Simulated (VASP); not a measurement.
Wanted: the native input for a VASP 6.6.1 run.

* Task: single point
* Functional: PBEsol
* Potentials or basis: VASP PAW PBE potentials, release 64 (Sc_sv, Al)
* Cutoff: 520 eV
* k mesh: 9 × 9 × 1
* Occupations: gaussian, width 0.1 eV
* Spin: no spin polarisation
* Dipole correction: yes
* Further INCAR settings: ALGO = Normal; EDIFF = 1e-06; NBANDS = 62

The structure of Sc2Al lies in POSCAR:

```
Sc2Al
1.0
    4.8508989718      0.0000000000      0.0000000000
   -2.4254494859      4.2010017408      0.0000000000
    0.0000000000      0.0000000000     25.6495398096
Sc Al
8 4
Direct
    0.6666666667      0.3333333333      0.2911025888
    0.0000000000      0.0000000000      0.3475373474
    0.3333333333      0.6666666667      0.4124124884
    0.0000000000      0.0000000000      0.4706821960
    0.6666666667      0.3333333333      0.5279642648
    0.0000000000      0.0000000000      0.5895933088
    0.3333333333      0.6666666667      0.6425739923
    0.0000000000      0.0000000000      0.7061969124
    0.3333333333      0.6666666667      0.3013411976
    0.6666666667      0.3333333333      0.4089927485
    0.3333333333      0.6666666667      0.5287707501
    0.6666666667      0.3333333333      0.6542052946
```

The input as run:

INCAR

```
SYSTEM = Sc2Al
PREC = Accurate
ENCUT = 520
EDIFF = 1E-6
ISMEAR = 0
SIGMA = 0.1
LREAL = .False.
LASPH = .True.
NELM = 80
ALGO = Normal
ISIF = 2
LWAVE = .False.
LCHARG = .False.
LDIPOL = .True.
IDIPOL = 3
DIPOL = 0.5 0.5 0.490
GGA = PS
NBANDS = 62
```

KPOINTS

```
Automatic mesh
0
Gamma
  9 9 1
  0 0 0
```

Potentials or basis: VASP PAW PBE potentials, release 64 (Sc_sv, Al).

The run is started by

```sh
$ cat potpaw_PBE.64/Sc_sv/POTCAR potpaw_PBE.64/Al/POTCAR > POTCAR
$ mpirun -np 1 vasp_std > vasp.out
```

It gave:

```yaml
Largest_force: 0.011 eV/Å
Band_gap_on_the_k_mesh: zero (bands 50 and 51 overlap by 0.21 eV)
```

Caveat: the PAW data sets were made with another functional, which shifts forces and pressure a little.

Run time: 11 min on 1 thread of AMD EPYC 9R45 96-Core Processor (Zen 5), on a shared host, peak memory 0.69 GiB.
